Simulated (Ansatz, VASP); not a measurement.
# Li2TaO3 in VASP and in Ansatz

```xyz
6
Lattice="2.8749 0.0000 0.0000 0.0000 2.8749 0.0000 0.0000 0.0000 8.9011" Properties=species:S:1:pos:R:3 pbc="T T T"
Li    0.0000    0.0000    7.5761
Li    1.4375    1.4375    5.5497
Ta    1.4375    1.4375    1.4656
O     0.0000    0.0000    5.7848
O     0.0000    0.0000    2.2102
O     1.4375    1.4375    8.5673
```

Change from the starting cell: species swapped into the MnAl2Cr3 type (P4mm, No. 99).

Alike in both runs: functional PBE; k mesh 14 × 14 × 4; occupations gaussian, width 0.1 eV; no spin polarisation.

Ansatz relaxed the structure, and its values are those at the end. VASP's run is a single point on that final structure, the one shown.

|  | VASP | Ansatz |
| --- | --- | --- |
| version | VASP 6.6.1 | Ansatz 0.2.0 |
| potentials or method | VASP PAW PBE potentials, release 64 (Li_sv, Ta_pv, O), cutoff 520 eV | scalar-relativistic, plane waves, PAW |
| valence electrons in the cell | 35 | 37 |

|  | VASP | Ansatz | Ansatz less VASP |
| --- | --- | --- | --- |
| gap on the k mesh at the Fermi level (eV) | none | none | - |
| rms of the force components (eV/Å) | 0.087 | 0.001 | -0.0863 |

A gap of «none» marks a metal or a gap that the smearing closes. With one functional, cell and mesh, what is left measures potentials, basis and numerics. VASP's potentials hold 35 valence electrons a cell and Ansatz's 37, so a difference there can come from the potentials and not from the codes.

Neither program's run includes spin-orbit coupling. Noted on VASP's run: the cutoff is short for stress, so the pressure is rough.
